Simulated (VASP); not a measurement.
# WSe2 (P6_3/mmc) in VASP: single point with PBE+D3(BJ)

Aim: the single point of WSe2 with PBE+D3(BJ).

Everything below comes from runs of VASP 6.6.1. Logs are shortened: lines on timing, memory, paths and dates and some standing lists are left out, and cuts for length are marked.

**The experiment to reproduce.**

From “Time-resolved XUV ARPES with tunable 24–33 eV laser pulses at 30 meV resolution”, 2019, pmc:6684652, for a bulk crystal of WSe2: band gap 1.3 eV (indirect).

How close the calculation comes is told below.

**1. The cell of the first run**

It takes space group P6_3/mmc (No. 194, hexagonal). The conventional cell has a = 3.321 Å, b = 3.321 Å, c = 15.269 Å, α = 90.00°, β = 90.00°, γ = 120.00°. Within 3.4 Å of W (site symmetry -6m2) lie 6 Se at 2.55 Å and 6 W at 3.32 Å. Within 3.4 Å of Se (site symmetry 3m) lie 3 W at 2.55 Å and 7 Se at 3.32 to 3.36 Å.

**2. Single point, PBE+D3(BJ), collinear spin, ferromagnetic start**

INCAR

```
PREC = Accurate ; ENCUT = 520
EDIFF = 1E-6 ; ISMEAR = 0
SIGMA = 0.05 ; LREAL = F
LASPH = T ; NELM = 150
ALGO = Normal ; ISIF = 2
LWAVE = F ; LCHARG = F
ISPIN = 2 ; MAGMOM = 2 2 0 0 0 0
LORBIT = 11 ; LMAXMIX = 4
GGA = PE ; IVDW = 12
NBANDS = 39
```

KPOINTS

```
regular mesh
0
Gamma
  10 10 2
```

POSCAR

```
WSe2
1.0
    3.3206726644      0.0000000000      0.0000000000
   -1.6603363322      2.8757868850      0.0000000000
    0.0000000000      0.0000000000     15.2692400593
W Se
2 4
Direct
    0.3333333333      0.6666666667      0.2500000000
    0.6666666667      0.3333333333      0.7500000000
    0.3333333333      0.6666666667      0.6400904823
    0.6666666667      0.3333333333      0.1400904823
    0.3333333333      0.6666666667      0.8599095177
    0.6666666667      0.3333333333      0.3599095177
```

Potentials or basis: VASP PAW PBE potentials, release 64 (W_sv, Se).

Started as:

```
$ cat potpaw_PBE.64/W_sv/POTCAR potpaw_PBE.64/Se/POTCAR > POTCAR
$ mpirun -np 1 vasp_std > vasp.out
```

OUTCAR:

```text
PREC = Accurate
   ENCUT = 520
   EDIFF = 1E-6
   ISMEAR = 0
   LREAL = F
   LASPH = T
   NELM = 150
   ISIF = 2
   ISPIN = 2
   LORBIT = 11
   GGA = PE
   IVDW = 12
 IVDW          = 12

 ion  position               nearest neighbor table
   1  0.333  0.667  0.250-   4 2.55   6 2.55   4 2.55   6 2.55   4 2.55   6 2.55
   2  0.667  0.333  0.750-   3 2.55   5 2.55   3 2.55   5 2.55   3 2.55   5 2.55
   3  0.333  0.667  0.640-   2 2.55   2 2.55   2 2.55
   4  0.667  0.333  0.140-   1 2.55   1 2.55   1 2.55
   5  0.333  0.667  0.860-   2 2.55   2 2.55   2 2.55
   6  0.667  0.333  0.360-   1 2.55   1 2.55   1 2.55

  LATTYP: Found a hexagonal cell.
 ALAT       =     3.3206726644
 C/A-ratio  =     4.5982370449

  Lattice vectors:

 A1 = (   3.3206726644,   0.0000000000,   0.0000000000)
 A2 = (  -1.6603363322,   2.8757868850,   0.0000000000)
 A3 = (   0.0000000000,   0.0000000000,  15.2692400593)

Analysis of symmetry for initial positions (statically):
=====================================================================
 Subroutine PRICEL returns:
 Original cell was already a primitive cell.

 Routine SETGRP: Setting up the symmetry group for a
 hexagonal supercell.

 Subroutine GETGRP returns: Found 24 space group operations
 (whereof 12 operations were pure point group operations)
 out of a pool of 24 trial point group operations.

The static configuration has the point symmetry D_3d.
 The point group associated with its full space group is D_6h.

Analysis of symmetry for dynamics (positions and initial velocities):
=====================================================================
 Subroutine PRICEL returns:
 Original cell was already a primitive cell.

 Routine SETGRP: Setting up the symmetry group for a
 hexagonal supercell.

 Subroutine GETGRP returns: Found 24 space group operations
 (whereof 12 operations were pure point group operations)
 out of a pool of 24 trial point group operations.

The dynamic configuration has the point symmetry D_3d.
 The point group associated with its full space group is D_6h.

Analysis of structural, dynamic, and magnetic symmetry:
=====================================================================
 Subroutine PRICEL returns:
 Original cell was already a primitive cell.

 Routine SETGRP: Setting up the symmetry group for a
 hexagonal supercell.

 Subroutine GETGRP returns: Found 24 space group operations
 (whereof 12 operations were pure point group operations)
 out of a pool of 24 trial point group operations.

The overall configuration has the point symmetry D_3d.
 The point group associated with its full space group is D_6h.

 Subroutine INISYM returns: Found 24 space group operations
 (whereof 12 operations are pure point group operations),
 and found     1 'primitive' translations

----------------------------------------------------------------------------------------

                                     Primitive cell

  volume of cell :     145.8143

  direct lattice vectors                    reciprocal lattice vectors
     3.320672664  0.000000000  0.000000000     0.301143805  0.173865457  0.000000000
    -1.660336332  2.875786885  0.000000000     0.000000000  0.347730913  0.000000000
     0.000000000  0.000000000 15.269240059     0.000000000  0.000000000  0.065491144

  length of vectors
     3.320672664  3.320672664 15.269240059     0.347730913  0.347730913  0.065491144

  position of ions in fractional coordinates (direct lattice)
     0.333333333  0.666666667  0.250000000
     0.666666667  0.333333333  0.750000000
     0.333333333  0.666666667  0.640090482
     0.666666667  0.333333333  0.140090482
     0.333333333  0.666666667  0.859909518
     0.666666667  0.333333333  0.359909518

  ion indices of the primitive-cell ions
   primitive index   ion index
                 1           1
                 2           2
                 3           3
                 4           4
                 5           5
                 6           6

----------------------------------------------------------------------------------------

[... 48 lines left out ...]
  0.300000  0.100000  0.500000     12.000000
  0.400000  0.100000  0.500000     12.000000
 [... further k-points ...]
   k-points           NKPTS =     28   k-points in BZ     NKDIM =     28   number of bands    NBANDS=     39
   number of dos      NEDOS =    301   number of ions     NIONS =      6
   total plane-waves  NPLWV =  94080
   dimension x,y,z NGX =    28 NGY =   28 NGZ =  120
   dimension x,y,z NGXF=    56 NGYF=   56 NGZF=  240
   ions per type =               2   4
   NGX,Y,Z   is equivalent  to a cutoff of  14.02, 14.02, 13.07 a.u.
   NGXF,Y,Z  is equivalent  to a cutoff of  28.04, 28.04, 26.13 a.u.
 SYSTEM =  unknown system
   PREC   = accura    normal or accurate (medium, high low for compatibility)
   ISTART =      0    job   : 0-new  1-cont  2-samecut
   ICHARG =      2    charge: 1-file 2-atom 10-const
   ISPIN  =      2    spin polarized calculation?
   LNONCOLLINEAR =      F non collinear calculations
   LSORBIT =      F    spin-orbit coupling
   LASPH  =      T    aspherical Exc in radial PAW
   ENCUT  =  520.0 eV  38.22 Ry    6.18 a.u.   6.17  6.17 28.39*2*pi/ulx,y,z
   NELM   =    150;   NELMIN=  2; NELMDL= -5     # of ELM steps
   EDIFF  = 0.1E-05   stopping-criterion for ELM
   LREAL  =      F    real-space projection
   EDIFFG = 0.1E-04   stopping-criterion for IOM
   NSW    =      0    number of steps for IOM
   IBRION =     -1    ionic relax: 0-MD 1-quasi-New 2-CG
   NFREE  =      0    steps in history (QN), initial steepest desc. (CG)
   ISIF   =      2    stress and relaxation
   ISYM   =      2    0-nonsym 1-usesym 2-fastsym
   POTIM  = 0.5000    time-step for ionic-motion
   TEBEG  =    0.0;   TEEND  =   0.0 temperature during run
   PSTRESS=    0.0 pullay stress
   NELECT =      52.0000    total number of electrons
   NUPDOWN=      -1.0000    fix difference up-down
   EMIN   =  10.00;   EMAX   =-10.00  energy-range for DOS
   EFERMI =   0.00;   METHOD = LEGACY
   ISMEAR =     0;   SIGMA  =   0.05  broadening in eV -4-tet -1-fermi 0-gaus
   EFERMI_NEDOS =   21; number of points for ismear=-14 and -15
   IALGO  =     38    algorithm
   IMIX   =      4    mixing-type and parameters
     AMIX     =   0.40;   BMIX     =  1.00
     AMIX_MAG =   1.60;   BMIX_MAG =  1.00
  volume/ion in A,a.u.               =      24.30       164.00
  Fermi-wavevector in a.u.,A,eV,Ry     =   1.160939  2.193856 18.337636  1.347778
  Thomas-Fermi vector in A             =   2.297516
   LORBIT       =     11    0 simple, 1 ext, 2 COOP (PROOUT), +10 PAW based schemes
   GGA     = PE    functional components
   LHFCALC =     F    Hartree Fock is set to
   AEXX    =    0.0000 exact exchange contribution
   IVDW    =    12    specifies the selected vdW correction
   LEPSILON=     F    determine dielectric tensor
   LRPA    =     F    only Hartree local field effects (RPA)
 spin polarized calculation
 Gauss-broadening in eV      SIGMA  =   0.05
  energy-cutoff  :      520.00
  volume of cell :      145.81
 maximum number of plane-waves:      3956
 NGX is ok and might be reduce to    28
   NGX = 13   NGY = 13   NGZ = 57

 number of electron      51.9999999 magnetization       0.0000190

 Free energy of the ion-electron system (eV)
  ---------------------------------------------------
  ext. energy  EPLUGINS =         0.00000000
  ---------------------------------------------------
  free energy    TOTEN  =       -43.25666556 eV

  energy without entropy =      -43.25666556  energy(sigma->0) =      -43.25666556

 E-fermi :   4.2702     XC(G=0):  -9.5103

 val. band max:        4.0480309602   @ k =   0.0000   0.0000   0.0000
 cond. band min:       5.6857593757   @ k =   0.2000   0.2000   0.0000
 fundamental gap:      1.6377284155
 Fermi energy:         4.2702033117

 spin component 1

 k-point     1 :       0.0000    0.0000    0.0000
  band No.  band energies     occupation
      1     -69.9534      1.00000
      2     -69.9534      1.00000
      3     -34.1722      1.00000
      4     -34.1722      1.00000
      5     -34.0707      1.00000
      6     -34.0707      1.00000
[... 973 lines left out ...]
     37      11.3289      0.00000
     38      11.3289      0.00000

 [... further k-points ...]

 spin component 2

 k-point     1 :       0.0000    0.0000    0.0000
  band No.  band energies     occupation
      1     -69.9534      1.00000
      2     -69.9534      1.00000
      3     -34.1722      1.00000
      4     -34.1722      1.00000
      5     -34.0708      1.00000
      6     -34.0708      1.00000
[... 973 lines left out ...]
     37      11.3289      0.00000
     38      11.3289      0.00000

 [... further k-points ...]

 [bands above 38 left out]

------------------------ aborting loop because EDIFF is reached ----------------------------------------

 Edisp (eV)   -2.34070

 E8    (eV) :    -1.0490

  FORCE on cell =-STRESS in cart. coord.  units (eV):
  Direction    XX          YY          ZZ          XY          YZ          ZX
  --------------------------------------------------------------------------------------
  -------------------------------------------------------------------------------------
  Total      -2.21368    -2.21368    -1.83033     0.00000    -0.00000     0.00000
  in kB     -24.32348   -24.32348   -20.11129     0.00000    -0.00000     0.00000
  external pressure =      -22.92 kB  Pullay stress =        0.00 kB

 VOLUME and BASIS-vectors are now :
 -----------------------------------------------------------------------------
  energy-cutoff  :      520.00
  volume of cell :      145.81
      direct lattice vectors                 reciprocal lattice vectors
     3.320672664  0.000000000  0.000000000     0.301143805  0.173865457  0.000000000
    -1.660336332  2.875786885  0.000000000     0.000000000  0.347730913  0.000000000
     0.000000000  0.000000000 15.269240059     0.000000000  0.000000000  0.065491144

 POSITION                                       TOTAL-FORCE (eV/Angst)
 -----------------------------------------------------------------------------------
     -0.00000      1.91719      3.81731         0.000000     -0.000000      0.000000
      1.66034      0.95860     11.45193        -0.000000      0.000000      0.000000
     -0.00000      1.91719      9.77370        -0.000000      0.000000     -0.008433
      1.66034      0.95860      2.13908        -0.000000     -0.000000     -0.008433
     -0.00000      1.91719     13.13016         0.000000      0.000000      0.008433
      1.66034      0.95860      5.49554         0.000000     -0.000000      0.008433
 -----------------------------------------------------------------------------------
    total drift:                               -0.000000      0.000000     -0.000000

  FREE ENERGIE OF THE ION-ELECTRON SYSTEM (eV)
  ---------------------------------------------------
  free  energy   TOTEN  =       -45.5973698367 eV

  energy  without entropy=      -45.5973698367  energy(sigma->0) =      -45.59736984

 total charge

# of ion       s       p       d       tot
------------------------------------------
    1        2.307   6.269   3.351  11.927
    2        2.307   6.269   3.351  11.927
    3        1.474   2.346   0.066   3.886
    4        1.474   2.346   0.066   3.886
    5        1.474   2.346   0.066   3.886
    6        1.474   2.346   0.066   3.886
--------------------------------------------------
tot         10.509  21.922   6.967  39.398

 magnetization (x)

# of ion       s       p       d       tot
------------------------------------------
    1       -0.000  -0.000  -0.000  -0.000
    2       -0.000  -0.000  -0.000  -0.000
    3       -0.000   0.000  -0.000   0.000
    4       -0.000   0.000  -0.000   0.000
    5       -0.000   0.000  -0.000   0.000
    6       -0.000   0.000  -0.000   0.000
--------------------------------------------------
tot         -0.000   0.000  -0.000  -0.000
```

It took 4.7 min on 1 thread of Intel Xeon Platinum 8488C (Sapphire Rapids), shared host; peak memory 0.5 GiB.

Results:

```
Free energy                                           : -45.5974 eV
Pressure                                              : -2.3 GPa
Largest force                                         : 0.008 eV/Å
Band gap on the k mesh                                : 1.64 eV, indirect (least direct gap 1.81 eV)
Net moment                                            : 0.00 μB per cell
Valence electrons inside the program's atomic spheres : W 11.93; Se 3.89
Dispersion energy per atom                            : -0.390 eV
```

Forces on the atoms (eV/Å):
```
W    0.000  0.000  0.000
W    0.000  0.000  0.000
Se   0.000  0.000 -0.008
Se   0.000  0.000 -0.008
Se   0.000  0.000  0.008
Se   0.000  0.000  0.008
```

Stress tensor (GPa, compression positive):
```
-2.43  0.00  0.00
 0.00 -2.43  0.00
 0.00  0.00 -2.01
```

Caveat: three body term missing; spin-orbit coupling is left out, which moves the levels of the heavy elements.

**3. How close it comes**

Step 2. Measured gap of WSe2: 1.3 eV (indirect; “Time-resolved XUV ARPES with tunable 24–33 eV laser pulses at 30 meV resolution”, 2019, pmc:6684652). This calculation gives 1.64 eV (+0.34 eV). Spin-orbit coupling on Se, W is left out. The value is that of PBE+D3(BJ) on a finite k mesh, which can miss the band edges, without temperature or zero-point motion.
